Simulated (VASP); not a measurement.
# BN in VASP: further runs, part 2 of 2

VASP 6.6.1.

### 3 Single point, PBE+D3(BJ)

Contents of INCAR:

```
ALGO = Normal
DIPOL = 0.5 0.5 0.500
EDIFF = 1E-7
ENCUT = 520
GGA = PE
IDIPOL = 3
ISIF = 2
ISMEAR = 0
ISYM = 0
IVDW = 12
LASPH = T
LCHARG = T
LDIPOL = T
LELF = T
LREAL = F
LVACPOTAV = T
LVHAR = T
LWAVE = F
NBANDS = 21
NELM = 100
PREC = Accurate
SIGMA = 0.05
```

Contents of KPOINTS:

```
k-points
0
Gamma
  11 8 1
```

Contents of POSCAR:

```
BN
1.0
    2.5053911206      0.0000000000      0.0000000000
   -1.2526955603      3.3759068938      0.0000000000
    0.0000000000      0.0000000000     18.9445444476
N B
3 3
Direct
    0.0450449204      0.0900898407      0.3694995158
    0.6138911498      0.2277822996      0.4813710307
    0.1732969260      0.3466275829      0.5955679576
    0.5684102799      0.1368205599      0.4067574544
    0.1347081159      0.2694189510      0.5166264623
    0.6874216658      0.3748773406      0.6303102788
```

Potentials or basis: VASP PAW PBE potentials, release 64 (N, B).

The run is started by

```console
$ cat potpaw_PBE.64/N/POTCAR potpaw_PBE.64/B/POTCAR > POTCAR
$ mpirun -np 1 vasp_std > vasp.out
```

OUTCAR:

```text
EDIFF = 1E-7
   ENCUT = 520
   GGA = PE
   ISIF = 2
   ISMEAR = 0
   ISYM = 0
   IVDW = 12
   LASPH = T
   LREAL = F
   NELM = 100
   PREC = Accurate
 IVDW          = 12

 ion  position               nearest neighbor table
   1  0.045  0.090  0.369-   4 1.45   4 1.45
   2  0.614  0.228  0.481-   5 1.43   5 1.43   4 1.45
   3  0.173  0.347  0.596-   6 1.42   6 1.42   5 1.52
   4  0.568  0.137  0.407-   2 1.45   1 1.45   1 1.45
   5  0.135  0.269  0.517-   2 1.43   2 1.43   3 1.52
   6  0.687  0.375  0.630-   3 1.42   3 1.42

IMPORTANT INFORMATION: All symmetrisations will be switched off!
NOSYMM: (Re-)initialisation of all symmetry stuff for point group C_1.

----------------------------------------------------------------------------------------

                                     Primitive cell

  volume of cell :     160.2323

  direct lattice vectors                    reciprocal lattice vectors
     2.505391121  0.000000000  0.000000000     0.399139277  0.148108350  0.000000000
    -1.252695560  3.375906894  0.000000000     0.000000000  0.296216700  0.000000000
     0.000000000  0.000000000 18.944544448     0.000000000  0.000000000  0.052785645

  length of vectors
     2.505391121  3.600832337 18.944544448     0.425732599  0.296216700  0.052785645

  position of ions in fractional coordinates (direct lattice)
     0.045044920  0.090089841  0.369499516
     0.613891150  0.227782300  0.481371031
     0.173296926  0.346627583  0.595567958
     0.568410280  0.136820560  0.406757454
     0.134708116  0.269418951  0.516626462
     0.687421666  0.374877341  0.630310279

  ion indices of the primitive-cell ions
   primitive index   ion index
                 1           1
                 2           2
                 3           3
                 4           4
                 5           5
                 6           6

----------------------------------------------------------------------------------------

 KPOINTS: k-points

Automatic generation of k-mesh.
 Grid dimensions read from file:
 generate k-points for:   11    8    1

 Generating k-lattice:

  Cartesian coordinates                     Fractional coordinates (reciprocal lattice)
     0.036285389  0.013464395  0.000000000     0.090909091  0.000000000  0.000000000
     0.000000000  0.037027088  0.000000000     0.000000000  0.125000000  0.000000000
     0.000000000  0.000000000  0.052785645     0.000000000  0.000000000  1.000000000

  Length of vectors
     0.038702964  0.037027088  0.052785645

  Shift w.r.t. Gamma in fractional coordinates (k-lattice)
     0.000000000  0.000000000  0.000000000

 -----------------------------------------------------------------------------
|                                                                             |
|           W    W    AA    RRRRR   N    N  II  N    N   GGGG   !!!           |
|           W    W   A  A   R    R  NN   N  II  NN   N  G    G  !!!           |
|           W    W  A    A  R    R  N N  N  II  N N  N  G       !!!           |
|           W WW W  AAAAAA  RRRRR   N  N N  II  N  N N  G  GGG   !            |
|           WW  WW  A    A  R   R   N   NN  II  N   NN  G    G                |
|           W    W  A    A  R    R  N    N  II  N    N   GGGG   !!!           |
|                                                                             |
|     Your reciprocal lattice and k-lattice belong to different lattice       |
|     classes:                                                                |
[... 46 lines left out ...]
   dimension x,y,z NGX =    20 NGY =   28 NGZ =  144
   dimension x,y,z NGXF=    40 NGYF=   56 NGZF=  288
   ions per type =               3   3
   NGX,Y,Z   is equivalent  to a cutoff of  13.27, 12.93, 12.64 a.u.
   NGXF,Y,Z  is equivalent  to a cutoff of  26.54, 25.85, 25.27 a.u.
 SYSTEM =  unknown system
   PREC   = accura    normal or accurate (medium, high low for compatibility)
   ISTART =      0    job   : 0-new  1-cont  2-samecut
   ICHARG =      2    charge: 1-file 2-atom 10-const
   ISPIN  =      1    spin polarized calculation?
   LNONCOLLINEAR =      F non collinear calculations
   LSORBIT =      F    spin-orbit coupling
   LASPH  =      T    aspherical Exc in radial PAW
   ENCUT  =  520.0 eV  38.22 Ry    6.18 a.u.   4.66  6.70 35.22*2*pi/ulx,y,z
   NELM   =    100;   NELMIN=  2; NELMDL= -5     # of ELM steps
   EDIFF  = 0.1E-06   stopping-criterion for ELM
   LREAL  =      F    real-space projection
   EDIFFG = 0.1E-05   stopping-criterion for IOM
   NSW    =      0    number of steps for IOM
   IBRION =     -1    ionic relax: 0-MD 1-quasi-New 2-CG
   NFREE  =      0    steps in history (QN), initial steepest desc. (CG)
   ISIF   =      2    stress and relaxation
   ISYM   =      0    0-nonsym 1-usesym 2-fastsym
   POTIM  = 0.5000    time-step for ionic-motion
   TEBEG  =    0.0;   TEEND  =   0.0 temperature during run
   PSTRESS=    0.0 pullay stress
   NELECT =      24.0000    total number of electrons
   NUPDOWN=      -1.0000    fix difference up-down
   EMIN   =  10.00;   EMAX   =-10.00  energy-range for DOS
   EFERMI =   0.00;   METHOD = LEGACY
   ISMEAR =     0;   SIGMA  =   0.05  broadening in eV -4-tet -1-fermi 0-gaus
   EFERMI_NEDOS =   21; number of points for ismear=-14 and -15
   IALGO  =     38    algorithm
   IMIX   =      4    mixing-type and parameters
     AMIX     =   0.40;   BMIX     =  1.00
     AMIX_MAG =   1.60;   BMIX_MAG =  1.00
  volume/ion in A,a.u.               =      26.71       180.22
  Fermi-wavevector in a.u.,A,eV,Ry     =   0.869418  1.642961 10.284471  0.755887
  Thomas-Fermi vector in A             =   1.988237
   LORBIT       =      0    0 simple, 1 ext, 2 COOP (PROOUT), +10 PAW based schemes
   GGA     = PE    functional components
   LHFCALC =     F    Hartree Fock is set to
   AEXX    =    0.0000 exact exchange contribution
   IVDW    =    12    specifies the selected vdW correction
   LEPSILON=     F    determine dielectric tensor
   LRPA    =     F    only Hartree local field effects (RPA)
 non-spin polarized calculation
 Gauss-broadening in eV      SIGMA  =   0.05
  energy-cutoff  :      520.00
  volume of cell :      160.23
 maximum number of plane-waves:      4371
   NGX =  9   NGY = 13   NGZ = 71

 dipolmoment           0.000000      0.000000      0.000003 electrons x Angstroem

 number of electron      24.0000004 magnetization

 dipolmoment           0.000000      0.000000     -0.157178 electrons x Angstroem

 Free energy of the ion-electron system (eV)
  ---------------------------------------------------
  ext. energy  EPLUGINS =         0.00000000
  ---------------------------------------------------
  free energy    TOTEN  =       -46.37205783 eV

  energy without entropy =      -46.36687027  energy(sigma->0) =      -46.36946405

 E-fermi :  -3.2093     XC(G=0):  -4.3420

 val. band max:       -3.2142566953   @ k =   0.0000   0.0000   0.0000
 cond. band min:      -3.1928426062   @ k =   0.0909  -0.0000   0.0000
 fundamental gap:      0.0214140891
 Fermi energy:        -3.2093285087

 k-point     1 :       0.0000    0.0000    0.0000
  band No.  band energies     occupation
      1     -22.7488      2.00000
      2     -21.1955      2.00000
      3     -17.9636      2.00000
      4     -12.9457      2.00000
      5      -9.5668      2.00000
      6      -9.2897      2.00000
[... 565 lines left out ...]
     20       7.4068      0.00000
     21       7.6209      0.00000

 [... further k-points ...]

------------------------ aborting loop because EDIFF is reached ----------------------------------------

 Edisp (eV)   -0.66518

 E8    (eV) :    -0.2054

  FORCE on cell =-STRESS in cart. coord.  units (eV):
  Direction    XX          YY          ZZ          XY          YZ          ZX
  --------------------------------------------------------------------------------------
  -------------------------------------------------------------------------------------
  Total      -1.85973    -0.33308     1.86367    -0.00868     0.48175    -0.00058
  in kB     -18.59561    -3.33053    18.63499    -0.08678     4.81706    -0.00582
  external pressure =       -1.10 kB  Pullay stress =        0.00 kB

 VOLUME and BASIS-vectors are now :
 -----------------------------------------------------------------------------
  energy-cutoff  :      520.00
  volume of cell :      160.23
      direct lattice vectors                 reciprocal lattice vectors
     2.505391121  0.000000000  0.000000000     0.399139277  0.148108350  0.000000000
    -1.252695560  3.375906894  0.000000000     0.000000000  0.296216700  0.000000000
     0.000000000  0.000000000 18.944544448     0.000000000  0.000000000  0.052785645

 POSITION                                       TOTAL-FORCE (eV/Angst)
 -----------------------------------------------------------------------------------
      0.00000      0.30413      7.00000         0.000297      0.227995      1.748884
      1.25270      0.76897      9.11935        -0.000034      0.428854      2.134302
     -0.00004      1.17018     11.28276         0.000022      0.007881      0.016097
      1.25270      0.46189      7.70583        -0.000175     -0.665864     -3.914376
     -0.00000      0.90953      9.78725        -0.000158     -0.001505     -0.001426
      1.25265      1.26555     11.94094         0.000047      0.002639      0.016520
 -----------------------------------------------------------------------------------
    total drift:                               -0.000148      0.000081     -0.000248

  FREE ENERGIE OF THE ION-ELECTRON SYSTEM (eV)
  ---------------------------------------------------
  free  energy   TOTEN  =       -47.0372378245 eV

  energy  without entropy=      -47.0320502620  energy(sigma->0) =      -47.03464404

 vacuum level on the upper side and lower side of the slab         1.935         5.298
```

It took 8.5 min on 1 thread of AMD EPYC 7R43 (Zen 3), shared host; peak memory 0.3 GiB.

Results:

| Property | Result |
| --- | --- |
| Free energy | -47.0372 eV |
| Largest force | 3.971 eV/Å |
| Band gap on the k mesh | zero (band 12 reaches -2.99 eV, above the bottom of band 13 at -3.41 eV) |
| Dispersion energy per atom | -0.111 eV |

Forces on the atoms (eV/Å):
```
N    0.000  0.228  1.749
N    0.000  0.429  2.134
N    0.000  0.008  0.016
B    0.000 -0.666 -3.914
B    0.000 -0.002 -0.001
B    0.000  0.003  0.017
```

Levels at points of the mesh, in eV from the Fermi level:
```tsv
k point	band 9	band 10	band 11	band 12	band 13	band 14	band 15	band 16
(0.00, 0.00, 0.00)	-4.21	-2.05	-1.56	-0.87	0.00	4.22	4.69	4.92
(0.00, 0.50, 0.00)	-4.95	-2.87	-2.09	-0.25	0.55	2.79	5.70	7.73
```
